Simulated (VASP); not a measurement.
# Nb (Fd-3m) in VASP: a series of runs, part 4 of 4

VASP 6.6.1. The steps go on from the part before.

## (5) Single point, r2SCAN (volume scaled by 1.08)

The input, POSCAR:

```
Nb
1.0
    0.0000000000      3.0065037803      3.0065037803
    3.0065037803      0.0000000000      3.0065037803
    3.0065037803      3.0065037803      0.0000000000
Nb
2
Direct
    0.1250000000      0.1250000000      0.1250000000
    0.8750000000      0.8750000000      0.8750000000
```

The input, INCAR.step1:

```
SYSTEM = Nb
PREC     = Accurate       ! precision mode
ENCUT    = 520            ! plane-wave cutoff, eV
ISMEAR   = -1             ! smearing method
SIGMA    = 0.1            ! smearing width, eV
LREAL    = .False.        ! projectors in reciprocal space
LASPH    = .True.         ! aspherical terms in the spheres
NELM     = 100            ! most SCF steps
NBANDS   = 20             ! bands
GGA      = PE             ! functional
ALGO     = Normal         ! electronic algorithm
EDIFF    = 1E-4           ! SCF threshold, eV
LWAVE    = .True.         ! write WAVECAR
LCHARG   = .False.        ! write CHGCAR
```

The input, INCAR.step2:

```
SYSTEM = Nb
PREC     = Accurate       ! precision mode
ENCUT    = 520            ! plane-wave cutoff, eV
EDIFF    = 1E-6           ! SCF threshold, eV
ISMEAR   = -1             ! smearing method
SIGMA    = 0.1            ! smearing width, eV
LREAL    = .False.        ! projectors in reciprocal space
LASPH    = .True.         ! aspherical terms in the spheres
NELM     = 100            ! most SCF steps
ALGO     = Normal         ! electronic algorithm
ISIF     = 2              ! what is computed and relaxed
LWAVE    = .False.        ! write WAVECAR
LCHARG   = .True.         ! write CHGCAR
METAGGA  = R2SCAN         ! meta-GGA
LMIXTAU  = .True.       
LELF     = .True.         ! ELF
LVHAR    = .True.       
NBANDS   = 20             ! bands
ISTART   = 1
```

The input, KPOINTS:

```
Automatic mesh
0
Gamma
  11 11 11
  0 0 0
```

Potentials or basis: VASP PAW PBE potentials, release 64 (Nb_sv).

On the command line:

```sh
$ cat potpaw_PBE.64/Nb_sv/POTCAR > POTCAR
$ cp INCAR.step1 INCAR
$ mpirun -np 1 vasp_std > vasp.out
$ cp INCAR.step2 INCAR
$ mpirun -np 1 vasp_std > vasp.out
```

OUTCAR:

```text
SYSTEM = Nb
   PREC = Accurate
   ENCUT = 520
   EDIFF = 1E-6
   ISMEAR = -1
   LREAL = .False.
   LASPH = .True.
   NELM = 100
   ISIF = 2
   METAGGA = R2SCAN
   ISTART = 1

 ion  position               nearest neighbor table
   1  0.125  0.125  0.125-   2 2.60   2 2.60   2 2.60   2 2.60
   2  0.875  0.875  0.875-   1 2.60   1 2.60   1 2.60   1 2.60

  LATTYP: Found a face centered cubic cell.
 ALAT       =     6.0130075606

  Lattice vectors:

 A1 = (   0.0000000000,   3.0065037803,   3.0065037803)
 A2 = (   3.0065037803,   0.0000000000,   3.0065037803)
 A3 = (   3.0065037803,   3.0065037803,   0.0000000000)

Analysis of symmetry for initial positions (statically):
=====================================================================
 Subroutine PRICEL returns:
 Original cell was already a primitive cell.

 Routine SETGRP: Setting up the symmetry group for a
 face centered cubic supercell.

 Subroutine GETGRP returns: Found 48 space group operations
 (whereof 12 operations were pure point group operations)
 out of a pool of 48 trial point group operations.

The static configuration has the point symmetry D_3d.
 The point group associated with its full space group is O_h .

Analysis of symmetry for dynamics (positions and initial velocities):
=====================================================================
 Subroutine PRICEL returns:
 Original cell was already a primitive cell.

 Routine SETGRP: Setting up the symmetry group for a
 face centered cubic supercell.

 Subroutine GETGRP returns: Found 48 space group operations
 (whereof 12 operations were pure point group operations)
 out of a pool of 48 trial point group operations.

The dynamic configuration has the point symmetry D_3d.
 The point group associated with its full space group is O_h .

 Subroutine INISYM returns: Found 48 space group operations
[... 104 lines left out ...]
   ISYM   =      2    0-nonsym 1-usesym 2-fastsym
   POTIM  = 0.5000    time-step for ionic-motion
   TEBEG  =    0.0;   TEEND  =   0.0 temperature during run
   PSTRESS=    0.0 pullay stress
   NELECT =      26.0000    total number of electrons
   NUPDOWN=      -1.0000    fix difference up-down
   EMIN   =  10.00;   EMAX   =-10.00  energy-range for DOS
   EFERMI =   0.00;   METHOD = LEGACY
   ISMEAR =    -1;   SIGMA  =   0.10  broadening in eV -4-tet -1-fermi 0-gaus
   EFERMI_NEDOS =   21; number of points for ismear=-14 and -15
   IALGO  =     38    algorithm
   IMIX   =      4    mixing-type and parameters
     AMIX     =   0.40;   BMIX     =  1.00
     AMIX_MAG =   1.60;   BMIX_MAG =  1.00
  volume/ion in A,a.u.               =      27.18       183.39
  Fermi-wavevector in a.u.,A,eV,Ry     =   1.280347  2.419504 22.303857  1.639287
  Thomas-Fermi vector in A             =   2.412780
   LORBIT       =      0    0 simple, 1 ext, 2 COOP (PROOUT), +10 PAW based schemes
   METAGGA = R2SCAN    functional components
   LHFCALC =     F    Hartree Fock is set to
   AEXX    =    0.0000 exact exchange contribution
   IVDW    =     0    specifies the selected vdW correction
   LEPSILON=     F    determine dielectric tensor
   LRPA    =     F    only Hartree local field effects (RPA)
 non-spin polarized calculation
  energy-cutoff  :      520.00
  volume of cell :       54.35
 maximum number of plane-waves:      1476
   NGX = 15   NGY = 15   NGZ = 15

 number of electron      25.9999997 magnetization

 Free energy of the ion-electron system (eV)
  ---------------------------------------------------
  ext. energy  EPLUGINS =         0.00000000
  ---------------------------------------------------
  free energy    TOTEN  =       -44.32602953 eV

  energy without entropy =      -44.20598323  energy(sigma->0) =      -44.26600638

 E-fermi :   6.1785     XC(G=0): -10.7807

 val. band max:        6.1755795385   @ k =  -0.4545   0.1818   0.0909
 cond. band min:       6.1910627001   @ k =   0.1818   0.0909   0.0000
 fundamental gap:      0.0154831616
 Fermi energy:         6.1784787530

 k-point     1 :       0.0000    0.0000    0.0000
  band No.  band energies     occupation
      1     -50.0717      2.00000
      2     -49.4457      2.00000
      3     -25.7638      2.00000
      4     -25.7638      2.00000
      5     -25.7638      2.00000
      6     -24.7079      2.00000
[... 541 lines left out ...]
     19      11.6328      0.00000
     20      14.8695      0.00000

 [... further k-points ...]
[... 5 lines left out ...]
  --------------------------------------------------------------------------------------
  -------------------------------------------------------------------------------------
  Total       -1.4790201     -1.4790201     -1.4790201     -0.0000000     -0.0000000      0.0000000
  in kB      -43.5982829    -43.5982829    -43.5982829     -0.0000000     -0.0000000      0.0000000
  external PRESSURE =     -43.5982829 kB  Pullay stress =       0.0000000 kB

 VOLUME and BASIS-vectors are now :
 -----------------------------------------------------------------------------
  energy-cutoff  :      520.00
  volume of cell :       54.35
      direct lattice vectors                 reciprocal lattice vectors
     0.000000000  3.006503780  3.006503780    -0.166306127  0.166306127  0.166306127
     3.006503780  0.000000000  3.006503780     0.166306127 -0.166306127  0.166306127
     3.006503780  3.006503780  0.000000000     0.166306127  0.166306127 -0.166306127

 POSITION                                       TOTAL-FORCE (eV/Angst)
 -----------------------------------------------------------------------------------
      0.75163      0.75163      0.75163        -0.000000     -0.000000     -0.000000
      5.26138      5.26138      5.26138         0.000000      0.000000      0.000000
 -----------------------------------------------------------------------------------
    total drift:                                0.000000      0.000000     -0.000000

  FREE ENERGIE OF THE ION-ELECTRON SYSTEM (eV)
  ---------------------------------------------------
  free  energy   TOTEN  =       -44.3260295294 eV

  energy  without entropy=      -44.2059832252  energy(sigma->0) =      -44.26600638
```

OUTCAR.step1:

```text
SYSTEM = Nb
   PREC = Accurate
   ENCUT = 520
   ISMEAR = -1
   LREAL = .False.
   LASPH = .True.
[... 774 lines left out ...]
      0.75163      0.75163      0.75163         0.000000      0.000000      0.000000
      5.26138      5.26138      5.26138        -0.000000     -0.000000     -0.000000
 -----------------------------------------------------------------------------------
    total drift:                                0.000000     -0.000000     -0.000000

  FREE ENERGIE OF THE ION-ELECTRON SYSTEM (eV)
  ---------------------------------------------------
  free  energy   TOTEN  =       -15.3877490615 eV

  energy  without entropy=      -15.2594390824  energy(sigma->0) =      -15.32359407
```

Run time: 2.3 min. Hardware: 1 thread of AMD EPYC 9R45 (Zen 5), shared host; peak memory 0.18 GiB.

What came out:

```yaml
Free_energy: -44.3260 eV
Pressure: -4.4 GPa
Band_gap_on_the_k_mesh: zero (band 13 reaches 6.48 eV, above the bottom of band 14 at 5.52 eV)
```

Caveat: the PAW data sets were made with another functional, which shifts forces and pressure a little.

## (6) Single point, r2SCAN, non-collinear spin, zero start, spin-orbit coupling

The input, POSCAR:

```
Nb
1.0
    0.0000000000      2.9303567946      2.9303567946
    2.9303567946      0.0000000000      2.9303567946
    2.9303567946      2.9303567946      0.0000000000
Nb
2
Direct
    0.1250000000      0.1250000000      0.1250000000
    0.8750000000      0.8750000000      0.8750000000
```

The input, INCAR.step1:

```
PREC     = Accurate       # precision mode
ENCUT    = 520            # plane-wave cutoff, eV
ISMEAR   = -1             # smearing method
SIGMA    = 0.1            # smearing width, eV
LREAL    = F              # projectors in reciprocal space
LASPH    = T              # aspherical terms in the spheres
NELM     = 150            # most SCF steps
MAGMOM   = 0 0 0 0 0 0    # initial moments
LSORBIT  = T              # spin-orbit coupling
GGA_COMPAT= F            
LMAXMIX  = 4              # l up to which the mixer works
NBANDS   = 38             # bands
GGA      = PE             # functional
ALGO     = Normal         # electronic algorithm
EDIFF    = 1E-4           # SCF threshold, eV
LWAVE    = T              # write WAVECAR
LCHARG   = F              # write CHGCAR
```

The input, INCAR.step2:

```
PREC     = Accurate       # precision mode
ENCUT    = 520            # plane-wave cutoff, eV
EDIFF    = 1E-6           # SCF threshold, eV
ISMEAR   = -1             # smearing method
SIGMA    = 0.1            # smearing width, eV
LREAL    = F              # projectors in reciprocal space
LASPH    = T              # aspherical terms in the spheres
NELM     = 150            # most SCF steps
ALGO     = Normal         # electronic algorithm
ISIF     = 2              # what is computed and relaxed
LWAVE    = F              # write WAVECAR
LCHARG   = F              # write CHGCAR
MAGMOM   = 0 0 0 0 0 0    # initial moments
LORBIT   = 11             # projections on sites
LSORBIT  = T              # spin-orbit coupling
GGA_COMPAT= F            
LORBMOM  = T            
LMAXMIX  = 4              # l up to which the mixer works
METAGGA  = R2SCAN         # meta-GGA
LMIXTAU  = T            
NBANDS   = 38             # bands
ISTART   = 1
```

The input, KPOINTS:

```
Automatic mesh
0
Gamma
  9 9 9
```

Potentials or basis: VASP PAW PBE potentials, release 64 (Nb_sv).

On the command line:

```sh
$ cat potpaw_PBE.64/Nb_sv/POTCAR > POTCAR
$ cp INCAR.step1 INCAR
$ mpirun -np 1 vasp_ncl > vasp.out
$ cp INCAR.step2 INCAR
$ mpirun -np 1 vasp_ncl > vasp.out
```

Run time: 8.8 min. Hardware: 1 thread of AMD EPYC 9R45 (Zen 5), shared host; peak memory 0.37 GiB.

Results (log left out):

* Free energy: -44.5556 eV
* Pressure: 0.1 GPa
* Net moment: 0.00 μB per cell
* Valence electrons inside the program's atomic spheres: Nb 11.00

Moments on the atoms (μB; x, y, z):
```
Nb  0.00 0.00 0.00
Nb  0.00 0.00 0.00
```

Caveat: the PAW data sets were made with another functional, which shifts forces and pressure a little.

## (7) Summary

```tsv
spin	cell	k mesh	gap on the mesh (eV)	pressure (GPa)
off	a = 4.144 Å, angles 60.0°, 2 atoms	5 × 5 × 5	none	0.8
off	a = 3.971 Å, angles 60.0°, 2 atoms	11 × 11 × 11	none	11.5
off	a = 4.144 Å, angles 60.0°, 2 atoms	11 × 11 × 11	none	0.1
off	a = 4.252 Å, angles 60.0°, 2 atoms	11 × 11 × 11	none	-4.4
non-collinear, zero start, SOC	a = 4.144 Å, angles 60.0°, 2 atoms	9 × 9 × 9	-	0.1
```

Alike in all rows: task single point; level r2SCAN; potentials or basis VASP PAW PBE potentials, release 64 (Nb_sv); cutoff (eV) 520; smearing fermi-dirac 0.1 eV.

Caveats: some runs use coarse meshes; the PAW data sets were made with another functional, which shifts forces and pressure a little.

Absolute energies hang on the potentials; compare differences alone.
